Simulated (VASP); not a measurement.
# Sr3BiP (Pm-3m) in VASP: further runs

The runs below take Sr3BiP through single point, with LDA.

All numbers are computed with VASP 6.6.1; they aren't measurements. Logs are shortened: lines on timing, memory, paths and dates and some standing lists are left out, and cuts for length are marked.

**1. The cell of the first run**

The structure is cubic, space group Pm-3m (No. 221). Conventional cell: a = 5.777 Å, b = 5.777 Å, c = 5.777 Å, α = 90.00°, β = 90.00°, γ = 90.00°. Within 3.8 Å of Sr (site symmetry 4/mmm) lie 2 P at 2.89 Å. Within 5.4 Å of Bi (site symmetry m-3m) lie 12 Sr at 4.08 Å and 8 P at 5.00 Å. P (site symmetry m-3m) has 6 Sr at 2.89 Å within 3.8 Å.

**2. Single point, LDA**

The input, INCAR:

```
SYSTEM = Sr3BiP
  ALGO = Normal
  EDIFF = 1E-6
  ENCUT = 520
  GGA = CA
  ISIF = 2
  ISMEAR = -1
  LASPH = .True.
  LCHARG = .True.
  LELF = .True.
  LREAL = .False.
  LVHAR = .True.
  LWAVE = .False.
  NBANDS = 33
  NELM = 100
  PREC = Accurate
  SIGMA = 0.15
```

The input, KPOINTS:

```
k-points
0
Gamma
  4 4 4
  0 0 0
```

The input, POSCAR:

```
Sr3BiP
1.0
    5.7767500000      0.0000000000      0.0000000000
    0.0000000000      5.7767500000      0.0000000000
    0.0000000000      0.0000000000      5.7767500000
Sr Bi P
3 1 1
Direct
    0.0000000000      0.5000000000      0.5000000000
    0.5000000000      0.0000000000      0.5000000000
    0.5000000000      0.5000000000      0.0000000000
    0.0000000000      0.0000000000      0.0000000000
    0.5000000000      0.5000000000      0.5000000000
```

Potentials or basis: VASP PAW LDA potentials, release 64 (Sr_sv, Bi_d, P).

Started as:

```bash
$ cat potpaw_LDA.64/Sr_sv/POTCAR potpaw_LDA.64/Bi_d/POTCAR potpaw_LDA.64/P/POTCAR > POTCAR
$ mpirun -np 1 vasp_std > vasp.out
```

OUTCAR:

```text
SYSTEM = Sr3BiP
   EDIFF = 1E-6
   ENCUT = 520
   GGA = CA
   ISIF = 2
   ISMEAR = -1
   LASPH = .True.
   LREAL = .False.
   NELM = 100
   PREC = Accurate

 ion  position               nearest neighbor table
   1  0.000  0.500  0.500-   5 2.89   5 2.89   4 4.08   2 4.08   3 4.08   4 4.08   2 4.08   4 4.08
                             4 4.08   2 4.08   3 4.08   3 4.08   3 4.08   2 4.08
   2  0.500  0.000  0.500-   5 2.89   5 2.89   4 4.08   1 4.08   3 4.08   4 4.08   1 4.08   3 4.08
                             3 4.08   3 4.08   1 4.08   4 4.08   4 4.08   1 4.08
   3  0.500  0.500  0.000-   5 2.89   5 2.89   4 4.08   1 4.08   1 4.08   2 4.08   2 4.08   2 4.08
                             4 4.08   2 4.08   1 4.08   4 4.08   1 4.08   4 4.08
   4  0.000  0.000  0.000-   1 4.08   2 4.08   3 4.08   1 4.08   2 4.08   1 4.08   3 4.08   1 4.08
                             2 4.08   3 4.08   2 4.08   3 4.08
   5  0.500  0.500  0.500-   1 2.89   2 2.89   3 2.89   3 2.89   2 2.89   1 2.89

  LATTYP: Found a simple cubic cell.
 ALAT       =     5.7767500000

  Lattice vectors:

 A1 = (   5.7767500000,   0.0000000000,   0.0000000000)
 A2 = (   0.0000000000,   5.7767500000,   0.0000000000)
 A3 = (   0.0000000000,   0.0000000000,   5.7767500000)

Analysis of symmetry for initial positions (statically):
=====================================================================
 Subroutine PRICEL returns:
 Original cell was already a primitive cell.

 Routine SETGRP: Setting up the symmetry group for a
 simple cubic supercell.

 Subroutine GETGRP returns: Found 48 space group operations
 (whereof 48 operations were pure point group operations)
 out of a pool of 48 trial point group operations.

The static configuration has the point symmetry O_h .

Analysis of symmetry for dynamics (positions and initial velocities):
=====================================================================
 Subroutine PRICEL returns:
 Original cell was already a primitive cell.

 Routine SETGRP: Setting up the symmetry group for a
 simple cubic supercell.

 Subroutine GETGRP returns: Found 48 space group operations
 (whereof 48 operations were pure point group operations)
 out of a pool of 48 trial point group operations.

The dynamic configuration has the point symmetry O_h .

 Subroutine INISYM returns: Found 48 space group operations
 (whereof 48 operations are pure point group operations),
 and found     1 'primitive' translations

----------------------------------------------------------------------------------------

                                     Primitive cell

  volume of cell :     192.7750

  direct lattice vectors                    reciprocal lattice vectors
     5.776750000  0.000000000  0.000000000     0.173107716  0.000000000  0.000000000
     0.000000000  5.776750000  0.000000000     0.000000000  0.173107716  0.000000000
     0.000000000  0.000000000  5.776750000     0.000000000  0.000000000  0.173107716

  length of vectors
     5.776750000  5.776750000  5.776750000     0.173107716  0.173107716  0.173107716

  position of ions in fractional coordinates (direct lattice)
     0.000000000  0.500000000  0.500000000
     0.500000000  0.000000000  0.500000000
     0.500000000  0.500000000  0.000000000
     0.000000000  0.000000000  0.000000000
     0.500000000  0.500000000  0.500000000

  ion indices of the primitive-cell ions
   primitive index   ion index
                 1           1
                 2           2
                 3           3
                 4           4
                 5           5

----------------------------------------------------------------------------------------

 KPOINTS: k-points

Automatic generation of k-mesh.
 Grid dimensions read from file:
 generate k-points for:    4    4    4

 Generating k-lattice:

  Cartesian coordinates                     Fractional coordinates (reciprocal lattice)
     0.043276929  0.000000000  0.000000000     0.250000000  0.000000000  0.000000000
     0.000000000  0.043276929  0.000000000     0.000000000  0.250000000  0.000000000
     0.000000000  0.000000000  0.043276929     0.000000000  0.000000000  0.250000000

  Length of vectors
     0.043276929  0.043276929  0.043276929

  Shift w.r.t. Gamma in fractional coordinates (k-lattice)
     0.000000000  0.000000000  0.000000000

 Subroutine IBZKPT returns following result:
 ===========================================

 Found     10 irreducible k-points:

 Following reciprocal coordinates:
            Coordinates               Weight
  0.000000  0.000000  0.000000      1.000000
  0.250000  0.000000  0.000000      6.000000
  0.500000  0.000000  0.000000      3.000000
  0.250000  0.250000  0.000000     12.000000
  0.500000  0.250000  0.000000     12.000000
  0.500000  0.500000  0.000000      3.000000
  0.250000  0.250000  0.250000      8.000000
  0.500000  0.250000  0.250000     12.000000
  0.500000  0.500000  0.250000      6.000000
  0.500000  0.500000  0.500000      1.000000
   k-points           NKPTS =     10   k-points in BZ     NKDIM =     10   number of bands    NBANDS=     33
   number of dos      NEDOS =    301   number of ions     NIONS =      5
   total plane-waves  NPLWV = 110592
   dimension x,y,z NGX =    48 NGY =   48 NGZ =   48
   dimension x,y,z NGXF=    96 NGYF=   96 NGZF=   96
   ions per type =               3   1   1
   NGX,Y,Z   is equivalent  to a cutoff of  13.81, 13.81, 13.81 a.u.
   NGXF,Y,Z  is equivalent  to a cutoff of  27.63, 27.63, 27.63 a.u.
 SYSTEM =  Sr3BiP
   PREC   = accura    normal or accurate (medium, high low for compatibility)
   ISTART =      0    job   : 0-new  1-cont  2-samecut
   ICHARG =      2    charge: 1-file 2-atom 10-const
   ISPIN  =      1    spin polarized calculation?
   LNONCOLLINEAR =      F non collinear calculations
   LSORBIT =      F    spin-orbit coupling
   LASPH  =      T    aspherical Exc in radial PAW
   ENCUT  =  520.0 eV  38.22 Ry    6.18 a.u.  10.74 10.74 10.74*2*pi/ulx,y,z
   NELM   =    100;   NELMIN=  2; NELMDL= -5     # of ELM steps
   EDIFF  = 0.1E-05   stopping-criterion for ELM
   LREAL  =      F    real-space projection
   EDIFFG = 0.1E-04   stopping-criterion for IOM
   NSW    =      0    number of steps for IOM
   IBRION =     -1    ionic relax: 0-MD 1-quasi-New 2-CG
   NFREE  =      0    steps in history (QN), initial steepest desc. (CG)
   ISIF   =      2    stress and relaxation
   ISYM   =      2    0-nonsym 1-usesym 2-fastsym
   POTIM  = 0.5000    time-step for ionic-motion
   TEBEG  =    0.0;   TEEND  =   0.0 temperature during run
   PSTRESS=    0.0 pullay stress
   NELECT =      50.0000    total number of electrons
   NUPDOWN=      -1.0000    fix difference up-down
   EMIN   =  10.00;   EMAX   =-10.00  energy-range for DOS
   EFERMI =   0.00;   METHOD = LEGACY
   ISMEAR =    -1;   SIGMA  =   0.15  broadening in eV -4-tet -1-fermi 0-gaus
   EFERMI_NEDOS =   21; number of points for ismear=-14 and -15
   IALGO  =     38    algorithm
   IMIX   =      4    mixing-type and parameters
     AMIX     =   0.40;   BMIX     =  1.00
     AMIX_MAG =   1.60;   BMIX_MAG =  1.00
  volume/ion in A,a.u.               =      38.56       260.18
  Fermi-wavevector in a.u.,A,eV,Ry     =   1.044034  1.972938 14.830442  1.090007
  Thomas-Fermi vector in A             =   2.178769
   LORBIT       =      0    0 simple, 1 ext, 2 COOP (PROOUT), +10 PAW based schemes
   GGA     = CA    functional components
   LHFCALC =     F    Hartree Fock is set to
   AEXX    =    0.0000 exact exchange contribution
   IVDW    =     0    specifies the selected vdW correction
   LEPSILON=     F    determine dielectric tensor
   LRPA    =     F    only Hartree local field effects (RPA)
 non-spin polarized calculation
  energy-cutoff  :      520.00
  volume of cell :      192.78
 maximum number of plane-waves:      5232
 NGX is ok and might be reduce to    48
   NGX = 21   NGY = 21   NGZ = 21

 number of electron      50.0000003 magnetization

 Free energy of the ion-electron system (eV)
  ---------------------------------------------------
  ext. energy  EPLUGINS =         0.00000000
  ---------------------------------------------------
  free energy    TOTEN  =       -20.91485265 eV

  energy without entropy =      -20.88626310  energy(sigma->0) =      -20.90055788

 E-fermi :   2.6606     XC(G=0):  -8.5096

 val. band max:        2.5371416075   @ k =   0.0000   0.0000   0.0000
 cond. band min:       3.1063857535   @ k =   0.0000   0.0000   0.0000
 fundamental gap:      0.5692441460
 Fermi energy:         2.6605753371

 k-point     1 :       0.0000    0.0000    0.0000
  band No.  band energies     occupation
      1     -32.9608      2.00000
      2     -32.9315      2.00000
      3     -32.9315      2.00000
      4     -19.0753      2.00000
      5     -19.0753      2.00000
      6     -19.0753      2.00000
[... 25 lines left out ...]
     32       6.3121      0.00000
     33       6.3183      0.00000

 k-point     2 :       0.2500    0.0000    0.0000
  band No.  band energies     occupation
      1     -32.9570      2.00000
      2     -32.9351      2.00000
      3     -32.9314      2.00000
      4     -19.0754      2.00000
      5     -19.0754      2.00000
      6     -19.0752      2.00000
[... 25 lines left out ...]
     32       5.9097      0.00000
     33       6.6580      0.00000

 k-point     3 :       0.5000    0.0000    0.0000
  band No.  band energies     occupation
      1     -32.9510      2.00000
      2     -32.9411      2.00000
      3     -32.9314      2.00000
      4     -19.0756      2.00000
      5     -19.0756      2.00000
      6     -19.0753      2.00000
[... 25 lines left out ...]
     32       5.5169      0.00000
     33       5.8052      0.00000

 k-point     4 :       0.2500    0.2500    0.0000
  band No.  band energies     occupation
      1     -32.9537      2.00000
      2     -32.9362      2.00000
      3     -32.9335      2.00000
      4     -19.0755      2.00000
      5     -19.0754      2.00000
      6     -19.0754      2.00000
[... 25 lines left out ...]
     32       5.9453      0.00000
     33       6.1324      0.00000

 k-point     5 :       0.5000    0.2500    0.0000
  band No.  band energies     occupation
      1     -32.9481      2.00000
      2     -32.9410      2.00000
      3     -32.9342      2.00000
      4     -19.0756      2.00000
      5     -19.0755      2.00000
      6     -19.0754      2.00000
[... 25 lines left out ...]
     32       5.8458      0.00000
     33       6.1704      0.00000

 k-point     6 :       0.5000    0.5000    0.0000
  band No.  band energies     occupation
      1     -32.9412      2.00000
      2     -32.9410      2.00000
      3     -32.9410      2.00000
      4     -19.0756      2.00000
      5     -19.0756      2.00000
      6     -19.0754      2.00000
[... 25 lines left out ...]
     32       5.9841      0.00000
     33       6.1958      0.00000

 k-point     7 :       0.2500    0.2500    0.2500
  band No.  band energies     occupation
      1     -32.9509      2.00000
      2     -32.9362      2.00000
      3     -32.9362      2.00000
      4     -19.0755      2.00000
      5     -19.0754      2.00000
      6     -19.0754      2.00000
[... 25 lines left out ...]
     32       5.9488      0.00000
     33       5.9522      0.00000

 k-point     8 :       0.5000    0.2500    0.2500
  band No.  band energies     occupation
      1     -32.9460      2.00000
      2     -32.9410      2.00000
      3     -32.9362      2.00000
      4     -19.0755      2.00000
      5     -19.0755      2.00000
      6     -19.0754      2.00000
[... 25 lines left out ...]
     32       5.9552      0.00000
     33       5.9635      0.00000

 k-point     9 :       0.5000    0.5000    0.2500
  band No.  band energies     occupation
      1     -32.9411      2.00000
      2     -32.9410      2.00000
      3     -32.9410      2.00000
      4     -19.0755      2.00000
      5     -19.0755      2.00000
      6     -19.0754      2.00000
[... 25 lines left out ...]
     32       5.7169      0.00000
     33       6.3149      0.00000

 k-point    10 :       0.5000    0.5000    0.5000
  band No.  band energies     occupation
      1     -32.9410      2.00000
      2     -32.9410      2.00000
      3     -32.9410      2.00000
      4     -19.0754      2.00000
      5     -19.0754      2.00000
      6     -19.0754      2.00000
[... 25 lines left out ...]
     32       5.4612      0.00000
     33       6.8582      0.00000

------------------------ aborting loop because EDIFF is reached ----------------------------------------

  FORCE on cell =-STRESS in cart. coord.  units (eV):
  Direction    XX          YY          ZZ          XY          YZ          ZX
  --------------------------------------------------------------------------------------
  -------------------------------------------------------------------------------------
  Total       -2.7803698     -2.7803698     -2.7803698      0.0000000      0.0000000     -0.0000000
  in kB      -23.1080037    -23.1080037    -23.1080037      0.0000000      0.0000000     -0.0000000
  external PRESSURE =     -23.1080037 kB  Pullay stress =       0.0000000 kB

 VOLUME and BASIS-vectors are now :
 -----------------------------------------------------------------------------
  energy-cutoff  :      520.00
  volume of cell :      192.78
      direct lattice vectors                 reciprocal lattice vectors
     5.776750000  0.000000000  0.000000000     0.173107716  0.000000000  0.000000000
     0.000000000  5.776750000  0.000000000     0.000000000  0.173107716  0.000000000
     0.000000000  0.000000000  5.776750000     0.000000000  0.000000000  0.173107716

 POSITION                                       TOTAL-FORCE (eV/Angst)
 -----------------------------------------------------------------------------------
      0.00000      2.88837      2.88837         0.000000      0.000000      0.000000
      2.88837      0.00000      2.88837         0.000000      0.000000      0.000000
      2.88837      2.88837      0.00000         0.000000      0.000000      0.000000
      0.00000      0.00000      0.00000         0.000000      0.000000      0.000000
      2.88837      2.88837      2.88837         0.000000      0.000000      0.000000
 -----------------------------------------------------------------------------------
    total drift:                                0.000000      0.000000     -0.000000

  FREE ENERGIE OF THE ION-ELECTRON SYSTEM (eV)
  ---------------------------------------------------
  free  energy   TOTEN  =       -20.9148526515 eV

  energy  without entropy=      -20.8862631006  energy(sigma->0) =      -20.90055788
```

Wall time 77 s (1 thread of AMD EPYC 7R43 (Zen 3), shared host); peak memory 0.24 GiB.

What came out:

```
Free energy            : -20.9149 eV
Pressure               : -2.3 GPa
Band gap on the k mesh : zero (filled and empty bands touch)
```

Levels at points of the mesh, in eV from the Fermi level:
```
           k point  band 21  band 22  band 23  band 24  band 25  band 26  band 27  band 28  band 29  band 30
(0.00, 0.00, 0.00)    -1.33    -1.33    -0.36    -0.12    -0.12    -0.12     0.45     0.45     0.85     0.85
(0.50, 0.00, 0.00)    -2.24    -1.33    -1.33    -0.93    -0.93     1.02     1.15     1.43     2.45     2.60
(0.50, 0.50, 0.00)    -3.01    -1.56    -1.30    -1.30    -0.99     1.48     1.79     1.79     1.83     2.54
(0.50, 0.50, 0.50)    -2.95    -2.95    -1.33    -1.33    -1.33     1.69     1.69     1.69     2.06     2.80
```

Caveat: spin-orbit coupling is left out, which moves the levels of the heavy elements.

(Part 1 of 2 ends here.)
